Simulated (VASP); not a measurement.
Write the native input for VASP 6.6.1 that does the following.

```
Task                   : single point
Functional             : PBEsol
Potentials or basis    : VASP PAW PBE potentials, release 64 (K_sv, Cd, C, O, F)
Cutoff                 : 520 eV
k mesh                 : 6 × 6 × 6
Occupations            : gaussian, width 0.02 eV
Spin                   : no spin polarisation
Dipole correction      : no
Further INCAR settings : ALGO = Normal; EDIFF = 1e-07; NBANDS = 34
```

The structure of KCdCO3F lies in POSCAR:

```
KCdCO3F
1.0
    5.0391448504      0.0000000000      0.0000000000
   -2.5195724252      4.3640274538      0.0000000000
    0.0000000000      0.0000000000      4.4151271420
K Cd C O F
1 1 1 3 1
Direct
    0.0000000000      0.0000000000      0.0000000000
    0.6666666667      0.3333333333      0.5000000000
    0.3333333333      0.6666666667      0.5000000000
    0.1858668169      0.3717336337      0.5000000000
    0.1858668169      0.8141331831      0.5000000000
    0.6282663663      0.8141331831      0.5000000000
    0.6666666667      0.3333333333      0.0000000000
```

The input as run:

INCAR

```
  PREC = Accurate
  ENCUT = 520
  EDIFF = 1E-7
  ISMEAR = 0
  SIGMA = 0.02
  LREAL = F
  LASPH = T
  NELM = 100
  ALGO = Normal
  ISIF = 2
  LWAVE = F
  LCHARG = F
  GGA = PS
  NBANDS = 34
```

KPOINTS

```
Automatic mesh
0
Gamma
  6 6 6
```

Potentials or basis: VASP PAW PBE potentials, release 64 (K_sv, Cd, C, O, F).

Command:

```sh
$ cat potpaw_PBE.64/K_sv/POTCAR potpaw_PBE.64/Cd/POTCAR potpaw_PBE.64/C/POTCAR potpaw_PBE.64/O/POTCAR potpaw_PBE.64/F/POTCAR > POTCAR
$ mpirun -np 1 vasp_std > vasp.out
```

It gave:

```json
{
 "Pressure": "0.9 GPa",
 "Largest force": "0.304 eV/Å",
 "Band gap on the k mesh": "1.89 eV"
}
```

Caveat: the PAW data sets were made with another functional, which shifts forces and pressure a little.

Run time: 120 s on 1 thread of Intel(R) Xeon(R) Platinum 8259CL CPU @ 2.50GHz (Skylake/Cascade Lake), with other jobs on the host, peak memory 0.29 GiB.
